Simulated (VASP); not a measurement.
# ZnO (P6_3/mmc) in VASP: further runs

Runs on ZnO. Level: PBE+D3(BJ). Tasks: single point.

All numbers are computed with VASP 6.6.1; they aren't measurements. Logs are shortened: lines on timing, memory, paths and dates and some standing lists are left out, and cuts for length are marked.

## 1. The cell of the first run

The structure is hexagonal, space group P6_3/mmc (No. 194). The conventional cell has a = 3.189 Å, b = 3.189 Å, c = 7.237 Å, α = 90.00°, β = 90.00°, γ = 120.00°. Zn (site symmetry -6m2) has 3 O at 1.84 Å within 2.4 Å. Within 2.4 Å of O (site symmetry -6m2) lie 3 Zn at 1.84 Å.

## 2. Single point, PBE+D3(BJ) (strain -0.030 along x and y, +0.015 along z)

File INCAR:

```
SYSTEM = ZnO
  PREC = Accurate
  ENCUT = 520
  EDIFF = 1E-7
  ISMEAR = 0
  SIGMA = 0.05
  LREAL = .FALSE.
  LASPH = .TRUE.
  NELM = 60
  ALGO = Normal
  ISIF = 2
  LWAVE = .FALSE.
  LCHARG = .TRUE.
  GGA = PE
  IVDW = 12
  LELF = .TRUE.
  LVHAR = .TRUE.
  NBANDS = 26
```

File KPOINTS:

```
regular mesh
0
G
  9 9 4
  0 0 0
```

File POSCAR:

```
ZnO
1.0
    3.1893281439      0.0000000000      0.0000000000
   -1.5946640719      2.7620391936      0.0000000000
    0.0000000000      0.0000000000      7.2373979702
Zn O
2 2
Direct
    0.0000000000      0.0000000000      0.7500000000
    0.0000000000      0.0000000000      0.2500000000
    0.3333333333      0.6666666667      0.2500000000
    0.6666666667      0.3333333333      0.7500000000
```

Potentials or basis: VASP PAW PBE potentials, release 64 (Zn, O).

Run with:

```
cat potpaw_PBE.64/Zn/POTCAR potpaw_PBE.64/O/POTCAR > POTCAR
mpirun -np 1 vasp_std > vasp.out
```

OUTCAR:

```text
SYSTEM = ZnO
   PREC = Accurate
   ENCUT = 520
   EDIFF = 1E-7
   ISMEAR = 0
   LREAL = .FALSE.
   LASPH = .TRUE.
   NELM = 60
   ISIF = 2
   GGA = PE
   IVDW = 12
 IVDW          = 12

 ion  position               nearest neighbor table
   1  0.000  0.000  0.750-   4 1.84   4 1.84   4 1.84
   2  0.000  0.000  0.250-   3 1.84   3 1.84   3 1.84
   3  0.333  0.667  0.250-   2 1.84   2 1.84   2 1.84
   4  0.667  0.333  0.750-   1 1.84   1 1.84   1 1.84

  LATTYP: Found a hexagonal cell.
 ALAT       =     3.1893281439
 C/A-ratio  =     2.2692547282

  Lattice vectors:

 A1 = (   3.1893281439,   0.0000000000,   0.0000000000)
 A2 = (  -1.5946640719,   2.7620391936,   0.0000000000)
 A3 = (   0.0000000000,   0.0000000000,   7.2373979702)

Analysis of symmetry for initial positions (statically):
=====================================================================
 Subroutine PRICEL returns:
 Original cell was already a primitive cell.

 Routine SETGRP: Setting up the symmetry group for a
 hexagonal supercell.

 Subroutine GETGRP returns: Found 24 space group operations
 (whereof 12 operations were pure point group operations)
 out of a pool of 24 trial point group operations.

The static configuration has the point symmetry D_3d.
 The point group associated with its full space group is D_6h.

Analysis of symmetry for dynamics (positions and initial velocities):
=====================================================================
 Subroutine PRICEL returns:
 Original cell was already a primitive cell.

 Routine SETGRP: Setting up the symmetry group for a
 hexagonal supercell.

 Subroutine GETGRP returns: Found 24 space group operations
 (whereof 12 operations were pure point group operations)
 out of a pool of 24 trial point group operations.

The dynamic configuration has the point symmetry D_3d.
 The point group associated with its full space group is D_6h.

 Subroutine INISYM returns: Found 24 space group operations
 (whereof 12 operations are pure point group operations),
 and found     1 'primitive' translations

----------------------------------------------------------------------------------------

                                     Primitive cell

  volume of cell :      63.7546

  direct lattice vectors                    reciprocal lattice vectors
     3.189328144  0.000000000  0.000000000     0.313545661  0.181025672  0.000000000
    -1.594664072  2.762039194  0.000000000     0.000000000  0.362051343  0.000000000
     0.000000000  0.000000000  7.237397970     0.000000000  0.000000000  0.138171205

  length of vectors
     3.189328144  3.189328144  7.237397970     0.362051343  0.362051343  0.138171205

  position of ions in fractional coordinates (direct lattice)
     0.000000000  0.000000000  0.750000000
     0.000000000  0.000000000  0.250000000
     0.333333333  0.666666667  0.250000000
     0.666666667  0.333333333  0.750000000

  ion indices of the primitive-cell ions
   primitive index   ion index
                 1           1
                 2           2
                 3           3
                 4           4

----------------------------------------------------------------------------------------

 KPOINTS: regular mesh

Automatic generation of k-mesh.
 Grid dimensions read from file:
 generate k-points for:    9    9    4

 Generating k-lattice:

  Cartesian coordinates                     Fractional coordinates (reciprocal lattice)
     0.034838407  0.020113964  0.000000000     0.111111111  0.000000000  0.000000000
     0.000000000  0.040227927  0.000000000     0.000000000  0.111111111  0.000000000
     0.000000000  0.000000000  0.034542801     0.000000000  0.000000000  0.250000000

  Length of vectors
     0.040227927  0.040227927  0.034542801

  Shift w.r.t. Gamma in fractional coordinates (k-lattice)
     0.000000000  0.000000000  0.000000000

 Subroutine IBZKPT returns following result:
 ===========================================

 Found     36 irreducible k-points:

 Following reciprocal coordinates:
            Coordinates               Weight
  0.000000  0.000000  0.000000      1.000000
  0.111111  0.000000  0.000000      6.000000
  0.222222  0.000000  0.000000      6.000000
  0.333333  0.000000  0.000000      6.000000
  0.444444  0.000000  0.000000      6.000000
  0.111111  0.111111  0.000000      6.000000
[... 16 lines left out ...]
  0.333333  0.222222  0.250000     24.000000
  0.333333  0.333333  0.250000      4.000000
 [... further k-points ...]
   k-points           NKPTS =     36   k-points in BZ     NKDIM =     36   number of bands    NBANDS=     26
   number of dos      NEDOS =    301   number of ions     NIONS =      4
   total plane-waves  NPLWV =  31104
   dimension x,y,z NGX =    24 NGY =   24 NGZ =   54
   dimension x,y,z NGXF=    48 NGYF=   48 NGZF=  108
   ions per type =               2   2
   NGX,Y,Z   is equivalent  to a cutoff of  12.51, 12.51, 12.40 a.u.
   NGXF,Y,Z  is equivalent  to a cutoff of  25.02, 25.02, 24.81 a.u.
 SYSTEM =  ZnO
   PREC   = accura    normal or accurate (medium, high low for compatibility)
   ISTART =      0    job   : 0-new  1-cont  2-samecut
   ICHARG =      2    charge: 1-file 2-atom 10-const
   ISPIN  =      1    spin polarized calculation?
   LNONCOLLINEAR =      F non collinear calculations
   LSORBIT =      F    spin-orbit coupling
   LASPH  =      T    aspherical Exc in radial PAW
   ENCUT  =  520.0 eV  38.22 Ry    6.18 a.u.   5.93  5.93 13.46*2*pi/ulx,y,z
   NELM   =     60;   NELMIN=  2; NELMDL= -5     # of ELM steps
   EDIFF  = 0.1E-06   stopping-criterion for ELM
   LREAL  =      F    real-space projection
   EDIFFG = 0.1E-05   stopping-criterion for IOM
   NSW    =      0    number of steps for IOM
   IBRION =     -1    ionic relax: 0-MD 1-quasi-New 2-CG
   NFREE  =      0    steps in history (QN), initial steepest desc. (CG)
   ISIF   =      2    stress and relaxation
   ISYM   =      2    0-nonsym 1-usesym 2-fastsym
   POTIM  = 0.5000    time-step for ionic-motion
   TEBEG  =    0.0;   TEEND  =   0.0 temperature during run
   PSTRESS=    0.0 pullay stress
   NELECT =      36.0000    total number of electrons
   NUPDOWN=      -1.0000    fix difference up-down
   EMIN   =  10.00;   EMAX   =-10.00  energy-range for DOS
   EFERMI =   0.00;   METHOD = LEGACY
   ISMEAR =     0;   SIGMA  =   0.05  broadening in eV -4-tet -1-fermi 0-gaus
   EFERMI_NEDOS =   21; number of points for ismear=-14 and -15
   IALGO  =     38    algorithm
   IMIX   =      4    mixing-type and parameters
     AMIX     =   0.40;   BMIX     =  1.00
     AMIX_MAG =   1.60;   BMIX_MAG =  1.00
  volume/ion in A,a.u.               =      15.94       107.56
  Fermi-wavevector in a.u.,A,eV,Ry     =   1.353127  2.557039 24.911617  1.830952
  Thomas-Fermi vector in A             =   2.480408
   LORBIT       =      0    0 simple, 1 ext, 2 COOP (PROOUT), +10 PAW based schemes
   GGA     = PE    functional components
   LHFCALC =     F    Hartree Fock is set to
   AEXX    =    0.0000 exact exchange contribution
   IVDW    =    12    specifies the selected vdW correction
   LEPSILON=     F    determine dielectric tensor
   LRPA    =     F    only Hartree local field effects (RPA)
 non-spin polarized calculation
 Gauss-broadening in eV      SIGMA  =   0.05
  energy-cutoff  :      520.00
  volume of cell :       63.75
 maximum number of plane-waves:      1734
 NGX is ok and might be reduce to    24
   NGX = 11   NGY = 11   NGZ = 27

 number of electron      35.9999986 magnetization

 Free energy of the ion-electron system (eV)
  ---------------------------------------------------
  ext. energy  EPLUGINS =         0.00000000
  ---------------------------------------------------
  free energy    TOTEN  =       -16.79866185 eV

  energy without entropy =      -16.79866185  energy(sigma->0) =      -16.79866185

 E-fermi :   0.0684     XC(G=0):  -9.0742

 val. band max:       -0.2251736651   @ k =   0.0000   0.0000   0.0000
 cond. band min:       0.6321300697   @ k =   0.0000   0.0000   0.0000
 fundamental gap:      0.8573037348
 Fermi energy:         0.0684031621

 k-point     1 :       0.0000    0.0000    0.0000
  band No.  band energies     occupation
      1     -18.4097      2.00000
      2     -18.3368      2.00000
      3      -6.8941      2.00000
      4      -6.8941      2.00000
      5      -6.8824      2.00000
      6      -6.8824      2.00000
[... 18 lines left out ...]
     25      13.1427      0.00000
     26      13.8416      0.00000

 k-point     2 :       0.1111    0.0000    0.0000
  band No.  band energies     occupation
      1     -18.3432      2.00000
      2     -18.2745      2.00000
      3      -6.9240      2.00000
      4      -6.9156      2.00000
      5      -6.8001      2.00000
      6      -6.7880      2.00000
[... 18 lines left out ...]
     25      12.8587      0.00000
     26      13.3929      0.00000

 k-point     3 :       0.2222    0.0000    0.0000
  band No.  band energies     occupation
      1     -18.1710      2.00000
      2     -18.1141      2.00000
      3      -6.9569      2.00000
      4      -6.9537      2.00000
      5      -6.5368      2.00000
      6      -6.5242      2.00000
[... 18 lines left out ...]
     25      11.7399      0.00000
     26      13.4758      0.00000

 k-point     4 :       0.3333    0.0000    0.0000
  band No.  band energies     occupation
      1     -17.9667      2.00000
      2     -17.9276      2.00000
      3      -6.8917      2.00000
      4      -6.8865      2.00000
      5      -6.1736      2.00000
      6      -6.1617      2.00000
[... 18 lines left out ...]
     25      11.7874      0.00000
     26      12.6979      0.00000
[... 496 lines left out ...]
      1     -17.8725      2.00000
      2     -17.8513      2.00000
      3      -6.7633      2.00000
      4      -6.7551      2.00000
      5      -5.9351      2.00000
      6      -5.9307      2.00000
[... 18 lines left out ...]
     25      10.7554      0.00000
     26      12.0551      0.00000

 k-point    23 :       0.3333    0.2222    0.2500
  band No.  band energies     occupation
      1     -17.7673      2.00000
      2     -17.7577      2.00000
      3      -6.5337      2.00000
      4      -6.5269      2.00000
      5      -5.8700      2.00000
      6      -5.8005      2.00000
[... 18 lines left out ...]
     25      10.0686      0.00000
     26      10.8507      0.00000

 k-point    24 :       0.3333    0.3333    0.2500
  band No.  band energies     occupation
      1     -17.7289      2.00000
      2     -17.7289      2.00000
      3      -6.3943      2.00000
      4      -6.3848      2.00000
      5      -5.8359      2.00000
      6      -5.8358      2.00000
[... 18 lines left out ...]
     25       9.5127      0.00000
     26       9.9087      0.00000

 [... further k-points ...]

------------------------ aborting loop because EDIFF is reached ----------------------------------------

 Edisp (eV)   -0.65122

 E8    (eV) :    -0.2442

  FORCE on cell =-STRESS in cart. coord.  units (eV):
  Direction    XX          YY          ZZ          XY          YZ          ZX
  --------------------------------------------------------------------------------------
  -------------------------------------------------------------------------------------
  Total       5.02978     5.02978    -0.72736     0.00000     0.00000     0.00000
  in kB     126.40018   126.40018   -18.27880     0.00000     0.00000     0.00000
  external pressure =       78.17 kB  Pullay stress =        0.00 kB

 VOLUME and BASIS-vectors are now :
 -----------------------------------------------------------------------------
  energy-cutoff  :      520.00
  volume of cell :       63.75
      direct lattice vectors                 reciprocal lattice vectors
     3.189328144  0.000000000  0.000000000     0.313545661  0.181025672  0.000000000
    -1.594664072  2.762039194  0.000000000     0.000000000  0.362051343  0.000000000
     0.000000000  0.000000000  7.237397970     0.000000000  0.000000000  0.138171205

 POSITION                                       TOTAL-FORCE (eV/Angst)
 -----------------------------------------------------------------------------------
      0.00000      0.00000      5.42805         0.000000      0.000000     -0.000000
      0.00000      0.00000      1.80935         0.000000      0.000000      0.000000
     -0.00000      1.84136      1.80935         0.000000     -0.000000      0.000000
      1.59466      0.92068      5.42805        -0.000000      0.000000     -0.000000
 -----------------------------------------------------------------------------------
    total drift:                               -0.000000      0.000000      0.000000

  FREE ENERGIE OF THE ION-ELECTRON SYSTEM (eV)
  ---------------------------------------------------
  free  energy   TOTEN  =       -17.4498775938 eV

  energy  without entropy=      -17.4498775938  energy(sigma->0) =      -17.44987759
```

Run time: 24 s. Hardware: 1 thread of Intel Xeon 6975P-C (Granite Rapids), shared host; peak memory 0.21 GiB.

What came out:

```yaml
Free_energy: -17.4499 eV
Pressure: 7.8 GPa
Band_gap_on_the_k_mesh: 0.86 eV
Dispersion_energy_per_atom: -0.163 eV
```

Stress tensor (GPa, compression positive):
```
12.64  0.00  0.00
 0.00 12.64  0.00
 0.00  0.00 -1.83
```

Levels at points of the mesh, in eV from the valence-band top:
```
           k point  band 14  band 15  band 16  band 17  band 18  band 19  band 20  band 21  band 22  band 23
(0.00, 0.00, 0.00)    -2.41    -0.01    -0.01     0.00     0.00     0.86     3.46     4.94    10.66    10.67
(0.00, 0.00, 0.50)    -3.13     0.00     0.00     0.00     0.00     1.93     1.93     7.07     7.07    13.68
```

Caveat: the cell differs from its parent crystal (strain -0.030 along x and y, +0.015 along z); the stress differs along the axes, from -2 to 13 GPa.

## 3. Single point, PBE+D3(BJ) (strain -0.015 along x and y, -0.015 along z)

File INCAR:

```
SYSTEM = ZnO
ALGO = Normal
EDIFF = 1E-7
ENCUT = 520
GGA = PE
ISIF = 2
ISMEAR = 0
IVDW = 12
LASPH = .True.
LCHARG = .False.
LREAL = .False.
LWAVE = .False.
NBANDS = 26
NELM = 80
PREC = Accurate
SIGMA = 0.05
```

File KPOINTS:

```
k-points
0
Gamma
  9 9 4
  0 0 0
```

File POSCAR:

```
ZnO
1.0
    3.2386476513      0.0000000000      0.0000000000
   -1.6193238256      2.8047511399      0.0000000000
    0.0000000000      0.0000000000      7.0234847298
Zn O
2 2
Direct
    0.0000000000      0.0000000000      0.7500000000
    0.0000000000      0.0000000000      0.2500000000
    0.3333333333      0.6666666667      0.2500000000
    0.6666666667      0.3333333333      0.7500000000
```

Potentials or basis: VASP PAW PBE potentials, release 64 (Zn, O).

Run with:

```
cat potpaw_PBE.64/Zn/POTCAR potpaw_PBE.64/O/POTCAR > POTCAR
mpirun -np 1 vasp_std > vasp.out
```

Run time: 22 s. Hardware: 1 thread of Intel Xeon 6975P-C (Granite Rapids), shared host; peak memory 0.21 GiB.

The run converged. Its results:

```yaml
Free_energy: -17.5781 eV
Pressure: 2.8 GPa
Band_gap_on_the_k_mesh: 0.82 eV
Dispersion_energy_per_atom: -0.164 eV
```

Stress tensor (GPa, compression positive):
```
 5.07  0.00  0.00
 0.00  5.07  0.00
 0.00  0.00 -1.66
```

Levels at points of the mesh, in eV from the valence-band top:
| k point | band 16 | band 17 | band 18 | band 19 | band 20 | band 21 |
| --- | --- | --- | --- | --- | --- | --- |
| (0.00, 0.00, 0.00) | -0.01 | 0.00 | 0.00 | 0.82 | 3.53 | 5.14 |
| (0.00, 0.00, 0.50) | 0.00 | 0.00 | 0.00 | 1.98 | 1.98 | 7.36 |

Caveat: the cell differs from its parent crystal (strain -0.015 along x and y, -0.015 along z); the stress differs along the axes, from -2 to 5 GPa. A k mesh can miss the band edges.
